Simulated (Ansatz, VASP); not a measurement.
# One calculation of KCaIn2, two programs

File INCAR:

```
PREC = Accurate ; ENCUT = 520
EDIFF = 1E-7 ; ISMEAR = -1
SIGMA = 0.0401 ; LREAL = False
LASPH = True ; NELM = 100
ALGO = Normal ; ISIF = 2
LWAVE = False ; LCHARG = True
GGA = PS ; LELF = True
LVHAR = True ; NBANDS = 55
```

KPOINTS

```
Automatic mesh
0
Gamma
  4 4 3
```

The input POSCAR:

```
KCaIn2
1.0
    4.7998740000      0.0000000000      0.0000000000
    2.3999370000     -5.6523550000      0.0000000000
    0.0000000000      0.0000000000     -7.9903940000
In K Ca
4 2 2
Direct
    0.3641800000      0.2716400000      0.9487100000
    0.6358200000      0.7283600000      0.4487100000
    0.6358200000      0.7283600000      0.0512900000
    0.3641800000      0.2716400000      0.5512900000
    0.7884300000      0.4231400000      0.7500000000
    0.2115700000      0.5768600000      0.2500000000
    0.0745100000      0.8509800000      0.7500000000
    0.9254900000      0.1490200000      0.2500000000
```

Input for Ansatz:

```yaml
crystal:
  lattice:
    - [4.799874, 0.0, 0.0]
    - [2.399937, -5.652355, 0.0]
    - [0.0, 0.0, -7.990394]
  atoms:
    - { symbol: In, position: [0.36418, 0.27164, 0.94871] }
    - { symbol: In, position: [0.63582, 0.72836, 0.44871] }
    - { symbol: In, position: [0.63582, 0.72836, 0.05129] }
    - { symbol: In, position: [0.36418, 0.27164, 0.55129] }
    - { symbol: K, position: [0.78843, 0.42314, 0.75] }
    - { symbol: K, position: [0.21157, 0.57686, 0.25] }
    - { symbol: Ca, position: [0.07451, 0.85098, 0.75] }
    - { symbol: Ca, position: [0.92549, 0.14902, 0.25] }
  symmetry: { tolerance: 0.0003 }
kpoints:
  mp_grid: { grid: [4, 4, 3], shift: [0, 0, 0] }
magnetization:
  spin_polarized: false
scf:
  occupations: { method: fermi_dirac, width: 0.0401 }
hamiltonian:
  pseudopotentials: { kind: paw }
  xc: pbesol
basis:
  ecutwfc: 420
output:
  forces: true
  stress: true
  eigenvalues: true
```

Alike in both runs: task single point; functional PBEsol; k mesh 4 × 4 × 3; occupations fermi-dirac, width 0.0401 eV; no spin polarisation.

```csv
,VASP,Ansatz
version,VASP 6.6.1,Ansatz 0.2.0
potentials or method,"VASP PAW PBE potentials, release 64 (In_d, K_sv, Ca_sv), cutoff 520 eV",PAW plane waves
valence electrons in the cell,90,90
```

|  | VASP | Ansatz | Ansatz less VASP |
| --- | --- | --- | --- |
| gap on the k mesh at the Fermi level (eV) | none | none | - |
| pressure (GPa) | 5.9 | 5.8 | -0.08 |
| traceless stress, the component that is largest in VASP (GPa) | -3.46 | -3.43 | +0.032 |
| rms of the force components (eV/Å) | 0.431 | 0.427 | -0.0040 |

VASP's potentials were made for PBE, not for PBEsol. Atom by atom the forces differ by 0.004 eV/Å (rms over components). A gap of «none» marks a metal or a gap that the smearing closes. With one functional, cell and mesh, what is left measures potentials, basis and numerics.
